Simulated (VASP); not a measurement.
Write the native input for VASP 6.6.1 that does the following.

```yaml
Task: single point
Functional: PBEsol
Potentials_or_basis: VASP PAW PBE potentials, release 64 (Au)
Cutoff: 520 eV
k_mesh: 1 × 1 × 25
Occupations: gaussian, width 0.05 eV
Spin: collinear spin
Starting_moments: "[0.5] μB"
Dipole_correction: no
Further_INCAR_settings: ALGO = Normal; EDIFF = 1e-07; NBANDS = 16
```

The structure of Au lies in POSCAR:

```
Au
1.0
    9.0000000000      0.0000000000      0.0000000000
    0.0000000000      9.3000000000      0.0000000000
    0.0000000000      0.0000000000      2.5988653676
Au
1
Direct
    0.5000000000      0.5000000000      0.0000000000
```

The input as run:

INCAR

```
SYSTEM = Au
  ALGO = Normal
  EDIFF = 1E-7
  ENCUT = 520
  GGA = PS
  ISIF = 2
  ISMEAR = 0
  ISPIN = 2
  LASPH = .True.
  LCHARG = .False.
  LMAXMIX = 4
  LORBIT = 11
  LREAL = .False.
  LWAVE = .False.
  MAGMOM = 0.5
  NBANDS = 16
  NELM = 150
  PREC = Accurate
  SIGMA = 0.05
```

KPOINTS

```
k-points
0
Gamma
  1 1 25
  0 0 0
```

Potentials or basis: VASP PAW PBE potentials, release 64 (Au).

Launch:

```sh
$ cat potpaw_PBE.64/Au/POTCAR > POTCAR
$ mpirun -np 1 vasp_std > vasp.out
```

Results of the run:

* Net moment: 0.02 μB per cell
* Valence electrons inside the program's atomic spheres: Au 9.57

Run time: 3.5 min on 1 thread of Intel Xeon 8259CL, on a shared host, peak memory 0.4 GiB.
